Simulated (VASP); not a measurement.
# Ru (P6_3/mmc) in VASP: further runs

Ru is run at these levels: PBEsol; tasks: single point, relaxation of shape and atoms at fixed volume.

All numbers are computed with VASP 6.6.1; they aren't measurements. Logs are shortened: lines on timing, memory, paths and dates and some standing lists are left out, and cuts for length are marked.

### 1 The cell of the first run

It takes space group P6_3/mmc (No. 194, hexagonal). Conventional cell: a = 2.632 Å, b = 2.632 Å, c = 4.172 Å, α = 90.00°, β = 90.00°, γ = 120.00°. Ru (site symmetry -6m2) has 12 Ru at 2.58 to 2.63 Å within 3.4 Å.

### 2 Single point, PBEsol (12.52 Å³/atom)

Contents of INCAR:

```
SYSTEM = Ru
PREC     = Accurate       ! precision mode
ENCUT    = 520            ! plane-wave cutoff, eV
EDIFF    = 1E-6           ! SCF threshold, eV
ISMEAR   = 0              ! smearing method
SIGMA    = 0.1            ! smearing width, eV
LREAL    = .FALSE.        ! projectors in reciprocal space
LASPH    = .TRUE.         ! aspherical terms in the spheres
NELM     = 100            ! most SCF steps
ALGO     = Fast           ! electronic algorithm
ISIF     = 2              ! what is computed and relaxed
LWAVE    = .FALSE.        ! write WAVECAR
LCHARG   = .FALSE.        ! write CHGCAR
GGA      = PS             ! functional
NBANDS   = 21             ! bands
```

Contents of KPOINTS:

```
regular mesh
0
G
  18 18 10
  0 0 0
```

Contents of POSCAR:

```
Ru
1.0
    2.6323742287      0.0000000000      0.0000000000
   -1.3161871144      2.2797029543      0.0000000000
    0.0000000000      0.0000000000      4.1722336655
Ru
2
Direct
    0.3333333333      0.6666666667      0.2500000000
    0.6666666667      0.3333333333      0.7500000000
```

Potentials or basis: VASP PAW PBE potentials, release 64 (Ru_pv).

The run is started by

```bash
$ cat potpaw_PBE.64/Ru_pv/POTCAR > POTCAR
$ mpirun -np 1 vasp_std > vasp.out
```

OUTCAR:

```text
SYSTEM = Ru
   PREC = Accurate
   ENCUT = 520
   EDIFF = 1E-6
   ISMEAR = 0
   LREAL = .FALSE.
   LASPH = .TRUE.
   NELM = 100
   ISIF = 2
   GGA = PS

 ion  position               nearest neighbor table
   1  0.333  0.667  0.250-   2 2.58   2 2.58   2 2.58   2 2.58   2 2.58   2 2.58
   2  0.667  0.333  0.750-   1 2.58   1 2.58   1 2.58   1 2.58   1 2.58   1 2.58

  LATTYP: Found a hexagonal cell.
 ALAT       =     2.6323742287
 C/A-ratio  =     1.5849698041

  Lattice vectors:

 A1 = (   2.6323742287,   0.0000000000,   0.0000000000)
 A2 = (  -1.3161871144,   2.2797029543,   0.0000000000)
 A3 = (   0.0000000000,   0.0000000000,   4.1722336655)

Analysis of symmetry for initial positions (statically):
=====================================================================
 Subroutine PRICEL returns:
 Original cell was already a primitive cell.

 Routine SETGRP: Setting up the symmetry group for a
 hexagonal supercell.

 Subroutine GETGRP returns: Found 24 space group operations
 (whereof 12 operations were pure point group operations)
 out of a pool of 24 trial point group operations.

The static configuration has the point symmetry D_3d.
 The point group associated with its full space group is D_6h.

Analysis of symmetry for dynamics (positions and initial velocities):
=====================================================================
 Subroutine PRICEL returns:
 Original cell was already a primitive cell.

 Routine SETGRP: Setting up the symmetry group for a
 hexagonal supercell.

 Subroutine GETGRP returns: Found 24 space group operations
 (whereof 12 operations were pure point group operations)
 out of a pool of 24 trial point group operations.

The dynamic configuration has the point symmetry D_3d.
 The point group associated with its full space group is D_6h.

 Subroutine INISYM returns: Found 24 space group operations
 (whereof 12 operations are pure point group operations),
 and found     1 'primitive' translations

----------------------------------------------------------------------------------------

                                     Primitive cell

  volume of cell :      25.0377

  direct lattice vectors                    reciprocal lattice vectors
     2.632374229  0.000000000  0.000000000     0.379885196  0.219326820  0.000000000
    -1.316187114  2.279702954  0.000000000     0.000000000  0.438653640  0.000000000
     0.000000000  0.000000000  4.172233666     0.000000000  0.000000000  0.239679769

  length of vectors
     2.632374229  2.632374229  4.172233666     0.438653640  0.438653640  0.239679769

  position of ions in fractional coordinates (direct lattice)
     0.333333333  0.666666667  0.250000000
     0.666666667  0.333333333  0.750000000

  ion indices of the primitive-cell ions
   primitive index   ion index
                 1           1
                 2           2

----------------------------------------------------------------------------------------

 KPOINTS: regular mesh

Automatic generation of k-mesh.
 Grid dimensions read from file:
 generate k-points for:   18   18   10

 Generating k-lattice:

  Cartesian coordinates                     Fractional coordinates (reciprocal lattice)
     0.021104733  0.012184823  0.000000000     0.055555556  0.000000000  0.000000000
     0.000000000  0.024369647  0.000000000     0.000000000  0.055555556  0.000000000
     0.000000000  0.000000000  0.023967977     0.000000000  0.000000000  0.100000000

  Length of vectors
     0.024369647  0.024369647  0.023967977

  Shift w.r.t. Gamma in fractional coordinates (k-lattice)
     0.000000000  0.000000000  0.000000000

 Subroutine IBZKPT returns following result:
 ===========================================

 Found    222 irreducible k-points:

 Following reciprocal coordinates:
            Coordinates               Weight
  0.000000  0.000000  0.000000      1.000000
  0.055556  0.000000  0.000000      6.000000
  0.111111  0.000000  0.000000      6.000000
  0.166667  0.000000  0.000000      6.000000
  0.222222  0.000000  0.000000      6.000000
  0.277778  0.000000  0.000000      6.000000
[... 16 lines left out ...]
  0.333333  0.111111  0.000000     12.000000
  0.388889  0.111111  0.000000     12.000000
 [... further k-points ...]
   k-points           NKPTS =    222   k-points in BZ     NKDIM =    222   number of bands    NBANDS=     21
   number of dos      NEDOS =    301   number of ions     NIONS =      2
   total plane-waves  NPLWV =  12800
   dimension x,y,z NGX =    20 NGY =   20 NGZ =   32
   dimension x,y,z NGXF=    40 NGYF=   40 NGZF=   64
   ions per type =               2
   NGX,Y,Z   is equivalent  to a cutoff of  12.63, 12.63, 12.75 a.u.
   NGXF,Y,Z  is equivalent  to a cutoff of  25.26, 25.26, 25.50 a.u.
 SYSTEM =  Ru
   PREC   = accura    normal or accurate (medium, high low for compatibility)
   ISTART =      0    job   : 0-new  1-cont  2-samecut
   ICHARG =      2    charge: 1-file 2-atom 10-const
   ISPIN  =      1    spin polarized calculation?
   LNONCOLLINEAR =      F non collinear calculations
   LSORBIT =      F    spin-orbit coupling
   LASPH  =      T    aspherical Exc in radial PAW
   ENCUT  =  520.0 eV  38.22 Ry    6.18 a.u.   4.89  4.89  7.76*2*pi/ulx,y,z
   NELM   =    100;   NELMIN=  2; NELMDL= -5     # of ELM steps
   EDIFF  = 0.1E-05   stopping-criterion for ELM
   LREAL  =      F    real-space projection
   EDIFFG = 0.1E-04   stopping-criterion for IOM
   NSW    =      0    number of steps for IOM
   IBRION =     -1    ionic relax: 0-MD 1-quasi-New 2-CG
   NFREE  =      0    steps in history (QN), initial steepest desc. (CG)
   ISIF   =      2    stress and relaxation
   ISYM   =      2    0-nonsym 1-usesym 2-fastsym
   POTIM  = 0.5000    time-step for ionic-motion
   TEBEG  =    0.0;   TEEND  =   0.0 temperature during run
   PSTRESS=    0.0 pullay stress
   NELECT =      28.0000    total number of electrons
   NUPDOWN=      -1.0000    fix difference up-down
   EMIN   =  10.00;   EMAX   =-10.00  energy-range for DOS
   EFERMI =   0.00;   METHOD = LEGACY
   ISMEAR =     0;   SIGMA  =   0.10  broadening in eV -4-tet -1-fermi 0-gaus
   EFERMI_NEDOS =   21; number of points for ismear=-14 and -15
   IALGO  =     68    algorithm
   IMIX   =      4    mixing-type and parameters
     AMIX     =   0.40;   BMIX     =  1.00
     AMIX_MAG =   1.60;   BMIX_MAG =  1.00
  volume/ion in A,a.u.               =      12.52        84.48
  Fermi-wavevector in a.u.,A,eV,Ry     =   1.699271  3.211157 39.287125  2.887522
  Thomas-Fermi vector in A             =   2.779619
   LORBIT       =      0    0 simple, 1 ext, 2 COOP (PROOUT), +10 PAW based schemes
   GGA     = PS    functional components
   LHFCALC =     F    Hartree Fock is set to
   AEXX    =    0.0000 exact exchange contribution
   IVDW    =     0    specifies the selected vdW correction
   LEPSILON=     F    determine dielectric tensor
   LRPA    =     F    only Hartree local field effects (RPA)
 non-spin polarized calculation
 RMM-DIIS sequential band-by-band and
 Gauss-broadening in eV      SIGMA  =   0.10
  energy-cutoff  :      520.00
  volume of cell :       25.04
 maximum number of plane-waves:       699
 NGX is ok and might be reduce to    20
   NGX =  9   NGY =  9   NGZ = 15

 number of electron      27.9999994 magnetization

 Free energy of the ion-electron system (eV)
  ---------------------------------------------------
  ext. energy  EPLUGINS =         0.00000000
  ---------------------------------------------------
  free energy    TOTEN  =       -20.22674837 eV

  energy without entropy =      -20.21873834  energy(sigma->0) =      -20.22274336

 E-fermi :  14.2331     XC(G=0): -14.7886

 val. band max:       14.2289026385   @ k =   0.1667   0.0000   0.4000
 cond. band min:      14.2350415861   @ k =   0.1667   0.1111   0.3000
 fundamental gap:      0.0061389476
 Fermi energy:        14.2331289555

 k-point     1 :       0.0000    0.0000    0.0000
  band No.  band energies     occupation
      1     -29.7016      2.00000
      2     -28.4771      2.00000
      3     -28.4771      2.00000
      4     -28.2596      2.00000
      5     -28.2596      2.00000
      6     -28.2088      2.00000
[... 13 lines left out ...]
     20      24.4397      0.00000
     21      25.5453      0.00000

 k-point     2 :       0.0556    0.0000    0.0000
  band No.  band energies     occupation
      1     -29.6878      2.00000
      2     -28.5073      2.00000
      3     -28.4872      2.00000
      4     -28.2911      2.00000
      5     -28.2636      2.00000
      6     -28.2150      2.00000
[... 13 lines left out ...]
     20      24.4396      0.00000
     21      25.5279      0.00000

 k-point     3 :       0.1111    0.0000    0.0000
  band No.  band energies     occupation
      1     -29.6473      2.00000
      2     -28.5943      2.00000
      3     -28.5159      2.00000
      4     -28.3809      2.00000
      5     -28.2754      2.00000
      6     -28.2339      2.00000
[... 13 lines left out ...]
     20      24.4396      0.00000
     21      25.4656      0.00000

 k-point     4 :       0.1667    0.0000    0.0000
  band No.  band energies     occupation
      1     -29.5823      2.00000
      2     -28.7274      2.00000
      3     -28.5586      2.00000
      4     -28.5156      2.00000
      5     -28.2946      2.00000
      6     -28.2654      2.00000
[... 13 lines left out ...]
     20      24.4395      0.00000
     21      25.3456      0.00000

 k-point     5 :       0.2222    0.0000    0.0000
  band No.  band energies     occupation
      1     -29.4971      2.00000
      2     -28.8905      2.00000
      3     -28.6762      2.00000
      4     -28.6094      2.00000
      5     -28.3195      2.00000
      6     -28.3097      2.00000
[... 13 lines left out ...]
     20      24.4394      0.00000
     21      25.1789      0.00000

 k-point     6 :       0.2778    0.0000    0.0000
  band No.  band energies     occupation
      1     -29.3970      2.00000
      2     -29.0634      2.00000
      3     -28.8420      2.00000
      4     -28.6618      2.00000
      5     -28.3658      2.00000
      6     -28.3470      2.00000
[... 13 lines left out ...]
     20      24.4391      0.00000
     21      24.9970      0.00000

 k-point     7 :       0.3333    0.0000    0.0000
  band No.  band energies     occupation
      1     -29.2898      2.00000
      2     -29.2252      2.00000
      3     -28.9936      2.00000
      4     -28.7098      2.00000
      5     -28.4317      2.00000
      6     -28.3736      2.00000
[... 13 lines left out ...]
     20      24.7530      0.00000
     21      26.7154      0.00000
[... 291 lines left out ...]
      1     -29.4618      2.00000
      2     -28.9003      2.00000
      3     -28.8084      2.00000
      4     -28.5748      2.00000
      5     -28.3682      2.00000
      6     -28.3288      2.00000
[... 13 lines left out ...]
     20      24.4392      0.00000
     21      25.1619      0.00000

 k-point    21 :       0.2222    0.1111    0.0000
  band No.  band energies     occupation
      1     -29.3642      2.00000
      2     -29.0564      2.00000
      3     -28.9272      2.00000
      4     -28.6548      2.00000
      5     -28.4068      2.00000
      6     -28.3851      2.00000
[... 13 lines left out ...]
     20      24.4390      0.00000
     21      25.0656      0.00000

 k-point    22 :       0.2778    0.1111    0.0000
  band No.  band energies     occupation
      1     -29.2589      2.00000
      2     -29.2072      2.00000
      3     -29.0311      2.00000
      4     -28.7310      2.00000
      5     -28.4514      2.00000
      6     -28.4415      2.00000
[... 13 lines left out ...]
     20      25.0007      0.00000
     21      26.5732      0.00000

 k-point    23 :       0.3333    0.1111    0.0000
  band No.  band energies     occupation
      1     -29.3300      2.00000
      2     -29.1561      2.00000
      3     -29.1142      2.00000
      4     -28.7923      2.00000
      5     -28.5224      2.00000
      6     -28.4694      2.00000
[... 13 lines left out ...]
     20      26.2676      0.00000
     21      27.6501      0.00000

 k-point    24 :       0.3889    0.1111    0.0000
  band No.  band energies     occupation
      1     -29.4096      2.00000
      2     -29.1683      2.00000
      3     -29.0726      2.00000
      4     -28.8316      2.00000
      5     -28.5849      2.00000
      6     -28.4876      2.00000
[... 13 lines left out ...]
     20      26.8467      0.00000
     21      27.2359      0.00000

 [... further k-points ...]

------------------------ aborting loop because EDIFF is reached ----------------------------------------

  FORCE on cell =-STRESS in cart. coord.  units (eV):
  Direction    XX          YY          ZZ          XY          YZ          ZX
  --------------------------------------------------------------------------------------
  -------------------------------------------------------------------------------------
  Total        3.8959322      3.8959322      3.9052834     -0.0000000      0.0000000      0.0000000
  in kB      249.3029711    249.3029711    249.9013645     -0.0000000      0.0000000      0.0000000
  external PRESSURE =     249.5024356 kB  Pullay stress =       0.0000000 kB

 VOLUME and BASIS-vectors are now :
 -----------------------------------------------------------------------------
  energy-cutoff  :      520.00
  volume of cell :       25.04
      direct lattice vectors                 reciprocal lattice vectors
     2.632374229  0.000000000  0.000000000     0.379885196  0.219326820  0.000000000
    -1.316187114  2.279702954  0.000000000     0.000000000  0.438653640  0.000000000
     0.000000000  0.000000000  4.172233666     0.000000000  0.000000000  0.239679769

 POSITION                                       TOTAL-FORCE (eV/Angst)
 -----------------------------------------------------------------------------------
     -0.00000      1.51980      1.04306        -0.000000      0.000000      0.000000
      1.31619      0.75990      3.12918         0.000000      0.000000      0.000000
 -----------------------------------------------------------------------------------
    total drift:                               -0.000000      0.000000     -0.000000

  FREE ENERGIE OF THE ION-ELECTRON SYSTEM (eV)
  ---------------------------------------------------
  free  energy   TOTEN  =       -20.2267483732 eV

  energy  without entropy=      -20.2187383430  energy(sigma->0) =      -20.22274336
```

It took 1.7 min on 1 thread of Intel Xeon Platinum 8488C (Sapphire Rapids), shared host; peak memory 0.2 GiB.

What came out:

| Item | Value |
| --- | --- |
| Free energy | -20.2267 eV |
| Pressure | 25.0 GPa |
| Band gap on the k mesh | zero (bands 14 and 15 overlap by 3.55 eV) |

Caveat: the cell stands under pressure; the PAW data sets were made with another functional, which shifts forces and pressure a little.

### 3 Single point, PBEsol (12.92 Å³/atom)

This run uses another cell than the first one, of 12.92 Å³/atom.

Contents of INCAR:

```
PREC = Accurate
ENCUT = 520
EDIFF = 1E-6
ISMEAR = 0
SIGMA = 0.1
LREAL = F
LASPH = T
NELM = 100
ALGO = Normal
ISIF = 2
LWAVE = F
LCHARG = T
GGA = PS
LELF = T
LVHAR = T
NBANDS = 21
```

Contents of KPOINTS:

```
Automatic mesh
0
Gamma
  18 18 10
```

Contents of POSCAR:

```
Ru
1.0
    2.6611725211      0.0000000000      0.0000000000
   -1.3305862606      2.3046430071      0.0000000000
    0.0000000000      0.0000000000      4.2127113592
Ru
2
Direct
    0.3333333333      0.6666666667      0.2500000000
    0.6666666667      0.3333333333      0.7500000000
```

Potentials or basis: VASP PAW PBE potentials, release 64 (Ru_pv).

The run is started by

```bash
$ cat potpaw_PBE.64/Ru_pv/POTCAR > POTCAR
$ mpirun -np 1 vasp_std > vasp.out
```

It took 97 s on 1 thread of Intel Xeon Platinum 8488C (Sapphire Rapids), shared host; peak memory 0.21 GiB.

It converged, with:

| Item | Value |
| --- | --- |
| Free energy | -20.3170 eV |
| Pressure | 11.4 GPa |
| Band gap on the k mesh | zero (bands 14 and 15 overlap by 3.38 eV) |

Levels at points of the mesh, in eV from the Fermi level:
```tsv
k point	band 12	band 13	band 14	band 15	band 16	band 17
(0.00, 0.00, 0.00)	-2.06	-2.06	-1.49	-1.49	1.29	1.29
(0.50, 0.00, 0.00)	-1.90	-1.62	1.58	2.03	2.11	4.35
(0.00, 0.00, 0.50)	-2.98	-2.90	-2.90	0.61	0.61	0.61
(0.50, 0.00, 0.50)	-1.14	0.47	0.47	1.86	1.86	3.58
```

Caveat: the cell stands under pressure; the PAW data sets were made with another functional, which shifts forces and pressure a little.

(Continued in part 2 of 2.)
